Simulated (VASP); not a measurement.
# ZnCu (Cmmm) in VASP: notebook

The runs below take ZnCu through single point, with LDA.

All numbers are computed with VASP 6.6.1; they aren't measurements. Logs are shortened: lines on timing, memory, paths and dates and some standing lists are left out, and cuts for length are marked.

## Step 1: The cell of the first run

It takes space group Cmmm (No. 65, orthorhombic). Conventional cell: a = 2.976 Å, b = 4.243 Å, c = 4.141 Å, α = 90.00°, β = 90.00°, γ = 90.00°. Within 3.4 Å of Zn (site symmetry mmm) lie 8 Cu at 2.55 to 2.96 Å and 6 Zn at 2.59 to 2.98 Å. Cu (site symmetry mmm) has 8 Zn at 2.55 to 2.96 Å and 6 Cu at 2.59 to 2.98 Å within 3.4 Å.

## Step 2: Single point, LDA, collinear spin

The input, INCAR:

```
SYSTEM = ZnCu
PREC = Accurate ; ENCUT = 520
EDIFF = 1E-7 ; ISMEAR = -1
SIGMA = 0.05 ; LREAL = .False.
LASPH = .True. ; NELM = 150
ALGO = Normal ; ISIF = 2
LWAVE = .False. ; LCHARG = .False.
ISPIN = 2 ; MAGMOM = 0 0.15
LORBIT = 11 ; NUPDOWN = 0.15
LMAXMIX = 4 ; GGA = CA
NBANDS = 22
```

The input, KPOINTS:

```
Automatic mesh
0
Gamma
  16 16 9
  0 0 0
```

The input, POSCAR:

```
ZnCu
1.0
    1.4880390000     -2.1212790000      0.0000000000
    1.4880390000      2.1212790000      0.0000000000
    0.0000000000      0.0000000000      4.1407460000
Zn Cu
1 1
Direct
    0.5000000000      0.5000000000      0.5000000000
    0.0000000000      0.0000000000      0.0000000000
```

Potentials or basis: VASP PAW LDA potentials, release 64 (Zn, Cu).

Command:

```sh
$ cat potpaw_LDA.64/Zn/POTCAR potpaw_LDA.64/Cu/POTCAR > POTCAR
$ mpirun -np 1 vasp_std > vasp.out
```

OUTCAR:

```text
SYSTEM = ZnCu
   PREC = Accurate
   ENCUT = 520
   EDIFF = 1E-7
   ISMEAR = -1
   LREAL = .False.
   LASPH = .True.
   NELM = 150
   ISIF = 2
   ISPIN = 2
   LORBIT = 11
   NUPDOWN = 0.15
   GGA = CA

 ion  position               nearest neighbor table
   1  0.500  0.500  0.500-   2 2.55   2 2.55   2 2.55   2 2.55
   2  0.000  0.000  0.000-   1 2.55   1 2.55   1 2.55   1 2.55

  LATTYP: Found a base centered orthorhombic cell.
 ALAT       =     2.9760780000
 B/A-ratio  =     1.4255533625
 C/A-ratio  =     1.3913432376

  Lattice vectors:

 A1 = (   1.4880390000,  -2.1212790000,   0.0000000000)
 A2 = (   1.4880390000,   2.1212790000,   0.0000000000)
 A3 = (   0.0000000000,   0.0000000000,   4.1407460000)

Analysis of symmetry for initial positions (statically):
=====================================================================
 Subroutine PRICEL returns:
 Original cell was already a primitive cell.

 Routine SETGRP: Setting up the symmetry group for a
 base centered orthorhombic supercell.

 Subroutine GETGRP returns: Found  8 space group operations
 (whereof  8 operations were pure point group operations)
 out of a pool of  8 trial point group operations.

The static configuration has the point symmetry D_2h.

Analysis of symmetry for dynamics (positions and initial velocities):
=====================================================================
 Subroutine PRICEL returns:
 Original cell was already a primitive cell.

 Routine SETGRP: Setting up the symmetry group for a
 base centered orthorhombic supercell.

 Subroutine GETGRP returns: Found  8 space group operations
 (whereof  8 operations were pure point group operations)
 out of a pool of  8 trial point group operations.

The dynamic configuration has the point symmetry D_2h.

Analysis of structural, dynamic, and magnetic symmetry:
=====================================================================
 Subroutine PRICEL returns:
 Original cell was already a primitive cell.

 Routine SETGRP: Setting up the symmetry group for a
 base centered orthorhombic supercell.

 Subroutine GETGRP returns: Found  8 space group operations
 (whereof  8 operations were pure point group operations)
 out of a pool of  8 trial point group operations.

The overall configuration has the point symmetry D_2h.

 Subroutine INISYM returns: Found  8 space group operations
 (whereof  8 operations are pure point group operations),
 and found     1 'primitive' translations

----------------------------------------------------------------------------------------

                                     Primitive cell

  volume of cell :      26.1409

  direct lattice vectors                    reciprocal lattice vectors
     1.488039000 -2.121279000  0.000000000     0.336012699 -0.235706854  0.000000000
     1.488039000  2.121279000  0.000000000     0.336012699  0.235706854  0.000000000
     0.000000000  0.000000000  4.140746000     0.000000000  0.000000000  0.241502377

  length of vectors
     2.591155082  2.591155082  4.140746000     0.410441536  0.410441536  0.241502377

  position of ions in fractional coordinates (direct lattice)
     0.500000000  0.500000000  0.500000000
     0.000000000  0.000000000  0.000000000

  ion indices of the primitive-cell ions
   primitive index   ion index
                 1           1
                 2           2

----------------------------------------------------------------------------------------

 KPOINTS: Automatic mesh

Automatic generation of k-mesh.
 Grid dimensions read from file:
 generate k-points for:   16   16    9

 Generating k-lattice:

  Cartesian coordinates                     Fractional coordinates (reciprocal lattice)
     0.021000794 -0.014731678  0.000000000     0.062500000 -0.000000000  0.000000000
     0.021000794  0.014731678  0.000000000    -0.000000000  0.062500000  0.000000000
     0.000000000  0.000000000  0.026833597     0.000000000  0.000000000  0.111111111

  Length of vectors
     0.025652596  0.025652596  0.026833597

  Shift w.r.t. Gamma in fractional coordinates (k-lattice)
     0.000000000  0.000000000  0.000000000

 Subroutine IBZKPT returns following result:
 ===========================================

 Found    365 irreducible k-points:

 Following reciprocal coordinates:
            Coordinates               Weight
  0.000000  0.000000  0.000000      1.000000
  0.062500  0.000000  0.000000      4.000000
  0.125000  0.000000  0.000000      4.000000
  0.187500  0.000000  0.000000      4.000000
  0.250000  0.000000  0.000000      4.000000
  0.312500  0.000000  0.000000      4.000000
[... 16 lines left out ...]
 -0.125000  0.062500  0.000000      4.000000
 -0.062500  0.062500  0.000000      2.000000
 [... further k-points ...]
   k-points           NKPTS =    365   k-points in BZ     NKDIM =    365   number of bands    NBANDS=     22
   number of dos      NEDOS =    301   number of ions     NIONS =      2
   total plane-waves  NPLWV =  12800
   dimension x,y,z NGX =    20 NGY =   20 NGZ =   32
   dimension x,y,z NGXF=    40 NGYF=   40 NGZF=   64
   ions per type =               1   1
   NGX,Y,Z   is equivalent  to a cutoff of  12.83, 12.83, 12.85 a.u.
   NGXF,Y,Z  is equivalent  to a cutoff of  25.66, 25.66, 25.70 a.u.
 SYSTEM =  ZnCu
   PREC   = accura    normal or accurate (medium, high low for compatibility)
   ISTART =      0    job   : 0-new  1-cont  2-samecut
   ICHARG =      2    charge: 1-file 2-atom 10-const
   ISPIN  =      2    spin polarized calculation?
   LNONCOLLINEAR =      F non collinear calculations
   LSORBIT =      F    spin-orbit coupling
   LASPH  =      T    aspherical Exc in radial PAW
   ENCUT  =  520.0 eV  38.22 Ry    6.18 a.u.   4.82  4.82  7.70*2*pi/ulx,y,z
   NELM   =    150;   NELMIN=  2; NELMDL= -5     # of ELM steps
   EDIFF  = 0.1E-06   stopping-criterion for ELM
   LREAL  =      F    real-space projection
   EDIFFG = 0.1E-05   stopping-criterion for IOM
   NSW    =      0    number of steps for IOM
   IBRION =     -1    ionic relax: 0-MD 1-quasi-New 2-CG
   NFREE  =      0    steps in history (QN), initial steepest desc. (CG)
   ISIF   =      2    stress and relaxation
   ISYM   =      2    0-nonsym 1-usesym 2-fastsym
   POTIM  = 0.5000    time-step for ionic-motion
   TEBEG  =    0.0;   TEEND  =   0.0 temperature during run
   PSTRESS=    0.0 pullay stress
   NELECT =      23.0000    total number of electrons
   NUPDOWN=       0.1500    fix difference up-down
   EMIN   =  10.00;   EMAX   =-10.00  energy-range for DOS
   EFERMI =   0.00;   METHOD = LEGACY
   ISMEAR =    -1;   SIGMA  =   0.05  broadening in eV -4-tet -1-fermi 0-gaus
   EFERMI_NEDOS =   21; number of points for ismear=-14 and -15
   IALGO  =     38    algorithm
   IMIX   =      4    mixing-type and parameters
     AMIX     =   0.40;   BMIX     =  1.00
     AMIX_MAG =   1.60;   BMIX_MAG =  1.00
  volume/ion in A,a.u.               =      13.07        88.20
  Fermi-wavevector in a.u.,A,eV,Ry     =   1.568714  2.964440 33.482099  2.460865
  Thomas-Fermi vector in A             =   2.670704
   LORBIT       =     11    0 simple, 1 ext, 2 COOP (PROOUT), +10 PAW based schemes
   GGA     = CA    functional components
   LHFCALC =     F    Hartree Fock is set to
   AEXX    =    0.0000 exact exchange contribution
   IVDW    =     0    specifies the selected vdW correction
   LEPSILON=     F    determine dielectric tensor
   LRPA    =     F    only Hartree local field effects (RPA)
 spin polarized calculation
  energy-cutoff  :      520.00
  volume of cell :       26.14
 maximum number of plane-waves:       728
   NGX =  9   NGY =  9   NGZ = 15

 number of electron      22.9999985 magnetization       0.1500000

 Free energy of the ion-electron system (eV)
  ---------------------------------------------------
  ext. energy  EPLUGINS =         0.00000000
  ---------------------------------------------------
  free energy    TOTEN  =        -6.60234178 eV

  energy without entropy =       -6.59813055  energy(sigma->0) =       -6.60023616

 E-fermi :   4.7979     XC(G=0): -12.6297

 val. band max:        5.3710022086   @ k =  -0.4375   0.0625   0.1111
 cond. band min:       4.8380058902   @ k =   0.3750   0.2500   0.4444
 fundamental gap:     -0.5329963184
 Fermi energy:         5.3753885587

 spin component 1

 k-point     1 :       0.0000    0.0000    0.0000
  band No.  band energies     occupation
      1      -5.1927      1.00000
      2      -3.0609      1.00000
      3      -2.9330      1.00000
      4      -2.2446      1.00000
      5      -2.2201      1.00000
      6      -2.0214      1.00000
[... 14 lines left out ...]
     21      28.7353      0.00000
     22      29.0098      0.00000
[... 552 lines left out ...]
  band No.  band energies     occupation
      1      -5.0554      1.00000
      2      -3.0265      1.00000
      3      -2.8923      1.00000
      4      -2.2558      1.00000
      5      -2.2511      1.00000
      6      -2.0641      1.00000
[... 14 lines left out ...]
     21      27.7918      0.00000
     22      28.4263      0.00000

 [... further k-points ...]

 spin component 2

 k-point     1 :       0.0000    0.0000    0.0000
  band No.  band energies     occupation
      1      -5.1250      1.00000
      2      -3.0378      1.00000
      3      -2.9150      1.00000
      4      -2.2272      1.00000
      5      -2.2037      1.00000
      6      -2.0062      1.00000
[... 14 lines left out ...]
     21      28.7924      0.00000
     22      29.0637      0.00000
[... 552 lines left out ...]
  band No.  band energies     occupation
      1      -4.9877      1.00000
      2      -3.0037      1.00000
      3      -2.8744      1.00000
      4      -2.2383      1.00000
      5      -2.2344      1.00000
      6      -2.0485      1.00000
[... 14 lines left out ...]
     21      27.8477      0.00000
     22      28.4866      0.00000

 [... further k-points ...]

------------------------ aborting loop because EDIFF is reached ----------------------------------------

  FORCE on cell =-STRESS in cart. coord.  units (eV):
  Direction    XX          YY          ZZ          XY          YZ          ZX
  --------------------------------------------------------------------------------------
  -------------------------------------------------------------------------------------
  Total       -1.5743642     -1.7801614     -1.8075396     -0.0000000      0.0000000      0.0000000
  in kB      -96.4928432   -109.1061569   -110.7841721     -0.0000000      0.0000000      0.0000000
  external PRESSURE =    -105.4610574 kB  Pullay stress =       0.0000000 kB

 VOLUME and BASIS-vectors are now :
 -----------------------------------------------------------------------------
  energy-cutoff  :      520.00
  volume of cell :       26.14
      direct lattice vectors                 reciprocal lattice vectors
     1.488039000 -2.121279000  0.000000000     0.336012699 -0.235706854  0.000000000
     1.488039000  2.121279000  0.000000000     0.336012699  0.235706854  0.000000000
     0.000000000  0.000000000  4.140746000     0.000000000  0.000000000  0.241502377

 POSITION                                       TOTAL-FORCE (eV/Angst)
 -----------------------------------------------------------------------------------
      1.48804      0.00000      2.07037        -0.000000     -0.000000      0.000000
      0.00000      0.00000      0.00000         0.000000      0.000000      0.000000
 -----------------------------------------------------------------------------------
    total drift:                                0.000000      0.000000      0.000000

  FREE ENERGIE OF THE ION-ELECTRON SYSTEM (eV)
  ---------------------------------------------------
  free  energy   TOTEN  =        -6.6023417798 eV

  energy  without entropy=       -6.5981305462  energy(sigma->0) =       -6.60023616

 total charge

# of ion       s       p       d       tot
------------------------------------------
    1        0.600   0.511   9.734  10.845
    2        0.419   0.362   9.182   9.963
--------------------------------------------------
tot          1.019   0.873  18.916  20.808

 magnetization (x)

# of ion       s       p       d       tot
------------------------------------------
    1        0.007   0.025   0.007   0.039
    2        0.008   0.018   0.036   0.062
--------------------------------------------------
tot          0.016   0.043   0.042   0.101
```

It took 5 min on 1 thread of Intel Xeon Platinum 8259CL at 2.50GHz (Skylake/Cascade Lake), shared host; peak memory 0.39 GiB.

What came out:

* Free energy: -6.6023 eV
* Pressure: -10.5 GPa
* Net moment: 0.15 μB per cell
* Site moments: Zn +0.04; Cu +0.06 μB
* Valence electrons inside the program's atomic spheres: Zn 10.85; Cu 9.96

Stress tensor (GPa, compression positive):
```
 -9.65   0.00   0.00
  0.00 -10.91   0.00
  0.00   0.00 -11.08
```

Caveat: the cell stands under tension; the total moment is fixed, so each spin has its own Fermi level and the state may be an excited one.

## Step 3: Single point, LDA, collinear spin

The input, INCAR:

```
SYSTEM = ZnCu
ALGO     = Normal         ! electronic algorithm
EDIFF    = 1E-7           ! SCF threshold, eV
ENCUT    = 520            ! plane-wave cutoff, eV
ISIF     = 2              ! what is computed and relaxed
ISMEAR   = -1             ! smearing method
ISPIN    = 2              ! spin polarisation
LASPH    = .TRUE.         ! aspherical terms in the spheres
LCHARG   = .TRUE.         ! write CHGCAR
LELF     = .TRUE.         ! ELF
LMAXMIX  = 4              ! l up to which the mixer works
LORBIT   = 11             ! projections on sites
LREAL    = .FALSE.        ! projectors in reciprocal space
LVHAR    = .TRUE.       
LWAVE    = .FALSE.        ! write WAVECAR
MAGMOM   = 0 0.7          ! initial moments
NBANDS   = 22             ! bands
NELM     = 150            ! most SCF steps
PREC     = Accurate       ! precision mode
SIGMA    = 0.05           ! smearing width, eV
```

The input, KPOINTS:

```
k-points
0
G
  16 16 9
  0 0 0
```

POSCAR is that of step 2.

Potentials or basis: VASP PAW LDA potentials, release 64 (Zn, Cu).

Command:

```sh
$ cat potpaw_LDA.64/Zn/POTCAR potpaw_LDA.64/Cu/POTCAR > POTCAR
$ mpirun -np 1 vasp_std > vasp.out
```

Run time: 2.2 min. Hardware: 1 thread of Intel Xeon 6975P-C (Granite Rapids), shared host; peak memory 0.39 GiB.

It converged, with:

```yaml
Free_energy: -6.6229 eV
Pressure: -10.6 GPa
Net_moment: 0.00 μB per cell
Valence_electrons_inside_the_program's_atomic_spheres: Zn 10.85; Cu 9.96
```

Stress tensor (GPa, compression positive):
```
 -9.36   0.00   0.00
  0.00 -11.08   0.00
  0.00   0.00 -11.43
```

Levels at points of the mesh, in eV from the Fermi level:
Spin up:
```
           k point  band 9  band 10  band 11  band 12  band 13  band 14  band 15  band 16
(0.00, 0.00, 0.00)   -2.51    -2.51    -2.39    -1.59     2.10    13.98    15.01    18.24
(0.50, 0.00, 0.00)   -2.82    -2.56    -2.23    -0.76     6.48     6.64     6.80     7.37
(0.50, 0.50, 0.00)   -2.82    -1.98    -1.85     1.53     5.93     6.06     6.40    11.14
```
Spin down:
| k point | band 10 | band 11 | band 12 | band 13 | band 14 | band 15 |
| --- | --- | --- | --- | --- | --- | --- |
| (0.00, 0.00, 0.00) | -2.51 | -2.39 | -1.59 | 2.10 | 13.98 | 15.01 |
| (0.50, 0.00, 0.00) | -2.56 | -2.23 | -0.76 | 6.48 | 6.64 | 6.80 |
| (0.50, 0.50, 0.00) | -1.98 | -1.85 | 1.53 | 5.93 | 6.06 | 6.40 |

Caveat: the cell stands under tension.

## Step 4: Single point, LDA, collinear spin

The input, INCAR:

```
PREC = Accurate
ENCUT = 520
EDIFF = 1E-7
ISMEAR = -1
SIGMA = 0.05
LREAL = False
LASPH = True
NELM = 150
ALGO = Normal
ISIF = 2
LWAVE = False
LCHARG = True
ISPIN = 2
MAGMOM = 0 0.15
LORBIT = 11
NUPDOWN = 0.15
LMAXMIX = 4
LELF = True
LVHAR = True
NBANDS = 22
```

The input, KPOINTS:

```
Automatic mesh
0
Gamma
  16 16 9
```

POSCAR is that of step 3.

Command:

```sh
$ cat potpaw_LDA.64/Zn/POTCAR potpaw_LDA.64/Cu/POTCAR > POTCAR
$ mpirun -np 1 vasp_std > vasp.out
```

Run time: 2.4 min. Hardware: 1 thread of Intel Xeon 6975P-C (Granite Rapids), shared host; peak memory 0.39 GiB.

The run converged. Its results:

- Free energy: -6.6023 eV
- Pressure: -10.5 GPa
- Net moment: 0.15 μB per cell
- Site moments: Zn +0.04; Cu +0.06 μB
- Valence electrons inside the program's atomic spheres: Zn 10.85; Cu 9.96

Stress tensor (GPa, compression positive):
```
 -9.65   0.00   0.00
  0.00 -10.91   0.00
  0.00   0.00 -11.08
```

Caveat: the cell stands under tension; the total moment is fixed, so each spin has its own Fermi level and the state may be an excited one.
